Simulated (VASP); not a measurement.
# PbSe (R-3m) in VASP: further runs

The runs below take PbSe through single point, with r2SCAN.

Program: VASP 6.6.1. These are calculated values, not measurements. Logs are shortened: lines on timing, memory, paths and dates and some standing lists are left out, and cuts for length are marked.

## 1. The cell of the first run

It takes space group R-3m (No. 166, trigonal). The conventional cell has a = 4.281 Å, b = 4.281 Å, c = 10.917 Å, α = 90.00°, β = 90.00°, γ = 120.00°. Within 4.0 Å of Pb (site symmetry -3m) lie 6 Se at 3.07 Å. Se (site symmetry -3m) has 6 Pb at 3.07 Å within 4.0 Å.

## 2. Single point, r2SCAN, non-collinear spin, zero start, spin-orbit coupling (epitaxial 111 strain -2.0%)

File POSCAR:

```
PbSe
1.0
    0.0830198070      3.1099479822      3.1099479822
    3.1099479822      0.0830198070      3.1099479822
    3.1099479822      3.1099479822      0.0830198070
Pb Se
1 1
Direct
    0.0000000000      0.0000000000      0.0000000000
    0.5000000000      0.5000000000      0.5000000000
```

File INCAR.step1:

```
PREC = Accurate
ENCUT = 520
ISMEAR = -1
SIGMA = 0.02
LREAL = F
LASPH = T
NELM = 150
MAGMOM = 0 0 0 0 0 0
LSORBIT = T
GGA_COMPAT = F
NBANDS = 32
GGA = PE
ALGO = Normal
EDIFF = 1E-4
LWAVE = T
LCHARG = F
```

File INCAR.step2:

```
PREC = Accurate
ENCUT = 520
EDIFF = 1E-6
ISMEAR = -1
SIGMA = 0.02
LREAL = F
LASPH = T
NELM = 150
ALGO = Normal
ISIF = 2
LWAVE = F
LCHARG = T
MAGMOM = 0 0 0 0 0 0
LORBIT = 11
LSORBIT = T
GGA_COMPAT = F
LORBMOM = T
METAGGA = R2SCAN
LMIXTAU = T
LVHAR = T
NBANDS = 32
ISTART = 1
```

File KPOINTS:

```
regular mesh
0
Gamma
  8 8 8
```

Potentials or basis: VASP PAW PBE potentials, release 64 (Pb_d, Se).

Run with:

```console
$ cat potpaw_PBE.64/Pb_d/POTCAR potpaw_PBE.64/Se/POTCAR > POTCAR
$ cp INCAR.step1 INCAR
$ mpirun -np 1 vasp_ncl > vasp.out
$ cp INCAR.step2 INCAR
$ mpirun -np 1 vasp_ncl > vasp.out
```

OUTCAR:

```text
PREC = Accurate
   ENCUT = 520
   EDIFF = 1E-6
   ISMEAR = -1
   LREAL = F
   LASPH = T
   NELM = 150
   ISIF = 2
   LORBIT = 11
   LSORBIT = T
   METAGGA = R2SCAN
   ISTART = 1

 ion  position               nearest neighbor table
   1  0.000  0.000  0.000-   2 3.07   2 3.07   2 3.07   2 3.07   2 3.07   2 3.07
   2  0.500  0.500  0.500-   1 3.07   1 3.07   1 3.07   1 3.07   1 3.07   1 3.07

  LATTYP: Found a trigonal (rhomboedric) cell.
 ALAT       =     4.3989140924
 COS(alpha) =     0.5265073187

  Lattice vectors:

 A1 = (   0.0830198070,   3.1099479822,   3.1099479822)
 A2 = (   3.1099479822,   0.0830198070,   3.1099479822)
 A3 = (   3.1099479822,   3.1099479822,   0.0830198070)

Analysis of symmetry for initial positions (statically):
=====================================================================
 Subroutine PRICEL returns:
 Original cell was already a primitive cell.

 Routine SETGRP: Setting up the symmetry group for a
 trigonal (rhombohedral) supercell.

 Subroutine GETGRP returns: Found 12 space group operations
 (whereof 12 operations were pure point group operations)
 out of a pool of 12 trial point group operations.

The static configuration has the point symmetry D_3d.

Analysis of symmetry for dynamics (positions and initial velocities):
=====================================================================
 Subroutine PRICEL returns:
 Original cell was already a primitive cell.

 Routine SETGRP: Setting up the symmetry group for a
 trigonal (rhombohedral) supercell.

 Subroutine GETGRP returns: Found 12 space group operations
 (whereof 12 operations were pure point group operations)
 out of a pool of 12 trial point group operations.

The dynamic configuration has the point symmetry D_3d.

Analysis of structural, dynamic, and magnetic symmetry:
=====================================================================
 Subroutine PRICEL returns:
 Original cell was already a primitive cell.

 Routine SETGRP: Setting up the symmetry group for a
 trigonal (rhombohedral) supercell.

 Subroutine GETGRP returns: Found 12 space group operations
 (whereof 12 operations were pure point group operations)
 out of a pool of 12 trial point group operations.

[... 1023 lines left out ...]
      0.00000      0.00000      0.00000         0.000000     -0.000000      0.000000
      3.15146      3.15146      3.15146        -0.000000      0.000000     -0.000000
 -----------------------------------------------------------------------------------
    total drift:                                0.000000      0.000000      0.000000

  FREE ENERGIE OF THE ION-ELECTRON SYSTEM (eV)
  ---------------------------------------------------
  free  energy   TOTEN  =       -72.3251201896 eV

  energy  without entropy=      -72.3249661589  energy(sigma->0) =      -72.32504317

 orbital moment (x)

 # of ion     p       d       tot
 ----------------------------------------
  1        -0.000  -0.000  -0.000
  2         0.000   0.000   0.000
 ----------------------------------------
            0.000  -0.000  -0.000

 orbital moment (y)

 # of ion     p       d       tot
 ----------------------------------------
  1         0.000   0.000   0.000
  2        -0.000   0.000  -0.000
 ----------------------------------------
            0.000   0.000   0.000

 orbital moment (z)

 # of ion     p       d       tot
 ----------------------------------------
  1         0.000   0.000   0.000
  2         0.000   0.000   0.000
 ----------------------------------------
            0.000   0.000   0.000

 Spin-Orbit-Coupling matrix elements

 Ion:    1  E_soc:     -0.7870585
 l=   1
     0.0000000    -0.0663626    -0.0663626
    -0.0663626     0.0000000    -0.0663626
    -0.0663626    -0.0663626     0.0000000
 l=   2
     0.0000000    -0.0130157     0.0000000    -0.0130157    -0.0517982
    -0.0130157     0.0000000    -0.0388486    -0.0130157    -0.0129495
     0.0000000    -0.0388486     0.0000000    -0.0388486     0.0000000
    -0.0130157    -0.0130157    -0.0388486     0.0000000    -0.0129495
    -0.0517982    -0.0129495     0.0000000    -0.0129495     0.0000000
 l=   3
     0.0000000     0.0000000     0.0000000     0.0000000     0.0000000     0.0000000     0.0000000
     0.0000000     0.0000000     0.0000000     0.0000000     0.0000000     0.0000000     0.0000000
     0.0000000     0.0000000     0.0000000     0.0000000     0.0000000     0.0000000     0.0000000
     0.0000000     0.0000000     0.0000000     0.0000000     0.0000000     0.0000000     0.0000000
     0.0000000     0.0000000     0.0000000     0.0000000     0.0000000     0.0000000     0.0000000
     0.0000000     0.0000000     0.0000000     0.0000000     0.0000000     0.0000000     0.0000000
     0.0000000     0.0000000     0.0000000     0.0000000     0.0000000     0.0000000     0.0000000

 Ion:    2  E_soc:     -0.0458305
 l=   1
     0.0000000    -0.0076521    -0.0076521
    -0.0076521     0.0000000    -0.0076521
    -0.0076521    -0.0076521     0.0000000
 l=   2
     0.0000000    -0.0000017     0.0000000    -0.0000017     0.0000154
    -0.0000017     0.0000000     0.0000115    -0.0000017     0.0000038
     0.0000000     0.0000115     0.0000000     0.0000115     0.0000000
    -0.0000017    -0.0000017     0.0000115     0.0000000     0.0000038
     0.0000154     0.0000038     0.0000000     0.0000038     0.0000000
 l=   3
     0.0000000     0.0000000     0.0000000     0.0000000     0.0000000     0.0000000     0.0000000
     0.0000000     0.0000000     0.0000000     0.0000000     0.0000000     0.0000000     0.0000000
     0.0000000     0.0000000     0.0000000     0.0000000     0.0000000     0.0000000     0.0000000
     0.0000000     0.0000000     0.0000000     0.0000000     0.0000000     0.0000000     0.0000000
     0.0000000     0.0000000     0.0000000     0.0000000     0.0000000     0.0000000     0.0000000
     0.0000000     0.0000000     0.0000000     0.0000000     0.0000000     0.0000000     0.0000000
     0.0000000     0.0000000     0.0000000     0.0000000     0.0000000     0.0000000     0.0000000

 total charge

# of ion       s       p       d       tot
------------------------------------------
    1        1.467   0.534   9.835  11.836
    2        1.464   2.378   0.017   3.860
--------------------------------------------------
tot          2.932   2.912   9.852  15.696

 magnetization (x)

# of ion       s       p       d       tot
------------------------------------------
    1        0.000   0.000   0.000   0.000
    2       -0.000  -0.000   0.000  -0.000
--------------------------------------------------
tot          0.000  -0.000   0.000   0.000

 magnetization (y)

# of ion       s       p       d       tot
------------------------------------------
    1       -0.000  -0.000  -0.000  -0.000
    2        0.000   0.000   0.000   0.000
--------------------------------------------------
tot         -0.000  -0.000  -0.000  -0.000

 magnetization (z)

# of ion       s       p       d       tot
------------------------------------------
    1        0.000   0.000   0.000   0.000
    2        0.000  -0.000   0.000  -0.000
--------------------------------------------------
tot          0.000  -0.000   0.000  -0.000
```

OUTCAR.step1:

```text
PREC = Accurate
   ENCUT = 520
   ISMEAR = -1
   LREAL = F
   LASPH = T
   NELM = 150
   LSORBIT = T
   GGA = PE
   EDIFF = 1E-4
[... 1123 lines left out ...]
     0.0000000     0.0000000     0.0000000     0.0000000     0.0000000     0.0000000     0.0000000
     0.0000000     0.0000000     0.0000000     0.0000000     0.0000000     0.0000000     0.0000000
     0.0000000     0.0000000     0.0000000     0.0000000     0.0000000     0.0000000     0.0000000
     0.0000000     0.0000000     0.0000000     0.0000000     0.0000000     0.0000000     0.0000000
     0.0000000     0.0000000     0.0000000     0.0000000     0.0000000     0.0000000     0.0000000

=======================================================================

 ========================================================
```

It took 13 min on 1 thread of Intel Xeon 6975P-C (Granite Rapids), shared host; peak memory 0.55 GiB.

Results:

| Property | Result |
| --- | --- |
| Free energy | -72.3251 eV |
| Pressure | 0.8 GPa |
| Net moment | 0.00 μB per cell |
| Valence electrons inside the program's atomic spheres | Pb 11.84; Se 3.86 |

Moments on the atoms (μB; x, y, z):
```
Pb  0.00 0.00 0.00
Se  0.00 0.00 0.00
```

Caveat: the cell differs from its parent crystal (epitaxial 111 strain -2.0%); the PAW data sets were made with another functional, which shifts forces and pressure a little.

## 3. Single point, r2SCAN, non-collinear spin, zero start, spin-orbit coupling (epitaxial 111 strain -1.0%)

File POSCAR:

```
PbSe
1.0
    0.0413749616      3.0991901589      3.0991901589
    3.0991901589      0.0413749616      3.0991901589
    3.0991901589      3.0991901589      0.0413749616
Pb Se
1 1
Direct
    0.0000000000      0.0000000000      0.0000000000
    0.5000000000      0.5000000000      0.5000000000
```

File INCAR.step1:

```
PREC = Accurate ; ENCUT = 520
ISMEAR = -1 ; SIGMA = 0.02
LREAL = False ; LASPH = True
NELM = 150 ; LNONCOLLINEAR = True
MAGMOM = 0 0 0 0 0 0 ; LSORBIT = True
GGA_COMPAT = False ; NBANDS = 32
GGA = PE ; ALGO = Normal
EDIFF = 1E-4 ; LWAVE = True
LCHARG = False
```

File INCAR.step2:

```
PREC = Accurate ; ENCUT = 520
EDIFF = 1E-6 ; ISMEAR = -1
SIGMA = 0.02 ; LREAL = False
LASPH = True ; NELM = 150
ALGO = Normal ; ISIF = 2
LWAVE = False ; LCHARG = True
LNONCOLLINEAR = True ; MAGMOM = 0 0 0 0 0 0
LORBIT = 11 ; LSORBIT = True
GGA_COMPAT = False ; LORBMOM = True
METAGGA = R2SCAN ; LMIXTAU = True
LVHAR = True ; NBANDS = 32
ISTART = 1
```

File KPOINTS:

```
Automatic mesh
0
Gamma
  8 8 8
```

Potentials or basis: VASP PAW PBE potentials, release 64 (Pb_d, Se).

Run with:

```console
$ cat potpaw_PBE.64/Pb_d/POTCAR potpaw_PBE.64/Se/POTCAR > POTCAR
$ cp INCAR.step1 INCAR
$ mpirun -np 1 vasp_ncl > vasp.out
$ cp INCAR.step2 INCAR
$ mpirun -np 1 vasp_ncl > vasp.out
```

Run time: 21 min. Hardware: 1 thread of Intel Xeon Platinum 8488C (Sapphire Rapids), shared host; peak memory 0.56 GiB.

The run converged. Its results:

```
Free energy                                           : -72.3326 eV
Pressure                                              : 0.3 GPa
Net moment                                            : 0.00 μB per cell
Valence electrons inside the program's atomic spheres : Pb 11.83; Se 3.86
```

Stress tensor (GPa, compression positive):
```
 0.34 -0.24 -0.24
-0.24  0.34 -0.24
-0.24 -0.24  0.34
```

Moments on the atoms (μB; x, y, z):
```
Pb  0.00 0.00 0.00
Se  0.00 0.00 0.00
```

Caveat: the cell differs from its parent crystal (epitaxial 111 strain -1.0%); the PAW data sets were made with another functional, which shifts forces and pressure a little.
